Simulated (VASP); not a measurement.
Runs of VASP 6.6.1 on Si2Mo. The structure is that of space group I4/mmm (No. 139), or close to it. The cells are those of the table. 

| cell | gap on the mesh (eV) | pressure (GPa) | largest force (eV/Å) |
| --- | --- | --- | --- |
| a = 4.505 Å, angles 138.7, 138.7, 59.9°, 3 atoms | none | 7.0 | 0.24 |
| a = 4.595 Å, angles 138.7, 138.7, 59.9°, 3 atoms | none | (b) | 0.33 |
| a = 4.565 Å, angles 138.7, 138.7, 59.9°, 3 atoms | none | -1.7 | 0.30 |
| a = 4.624 Å, angles 138.7, 138.7, 59.9°, 3 atoms | none | -8.7 | (a) |
| a = 4.443 Å, angles 138.7, 138.7, 59.9°, 3 atoms | none | 17.9 | 0.17 |
| a = 4.474 Å, angles 138.7, 138.7, 59.9°, 3 atoms | none | 12.2 | 0.21 |
| a = 4.535 Å, angles 138.7, 138.7, 59.9°, 3 atoms | none | 2.4 | 0.27 |

Alike in all rows: task single point; level PBE; potentials or basis VASP PAW PBE potentials, release 64 (Si, Mo_sv); no spin polarisation; k mesh 13 × 13 × 13; cutoff (eV) 520; smearing fermi-dirac 0.1 eV.

Estimate the missing entries.

(a) 0.36; (b) -5.4.

A k mesh can miss the band edges, and the runs leave out spin-orbit coupling on Mo.

A gap of «none» marks levels without a gap at the run's occupations.
